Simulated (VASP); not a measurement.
Here is a VASP 6.6.1 calculation.

The input INCAR:

```
SYSTEM = Hf
PREC = Accurate ; ENCUT = 520
EDIFF = 1E-7 ; ISMEAR = -1
SIGMA = 0.05 ; LREAL = .False.
LASPH = .True. ; NELM = 60
ALGO = Normal ; ISIF = 2
LWAVE = .False. ; LCHARG = .True.
GGA = PE ; LELF = .True.
LVHAR = .True. ; NBANDS = 28
```

The input KPOINTS:

```
Automatic mesh
0
Gamma
  13 8 8
  0 0 0
```

The input POSCAR:

```
Hf
1.0
   -1.6015984959      2.7740499681      0.0000000000
    0.0000000000      0.0000000000      5.0702495505
    4.8047954876      2.7740499682      0.0000000000
Hf
4
Direct
    0.5000000000      0.2500000000      0.1666666670
    0.0000000000      0.2500000000      0.6666666670
    0.0000000000      0.7500000000      0.3333333330
    0.5000000000      0.7500000000      0.8333333330
```

Potentials or basis: VASP PAW PBE potentials, release 64 (Hf_pv).

Launch:

```bash
$ cat potpaw_PBE.64/Hf_pv/POTCAR > POTCAR
$ mpirun -np 1 vasp_std > vasp.out
```

Estimate the largest force.

0.003 eV/Å.

Estimate the pressure.

-0.4 GPa.

Forces in eV/Å, atoms in the order of the input:
```
Hf  -0.003 -0.002  0.000
Hf  -0.003 -0.002  0.000
Hf   0.003  0.002  0.000
Hf   0.003  0.002  0.000
```
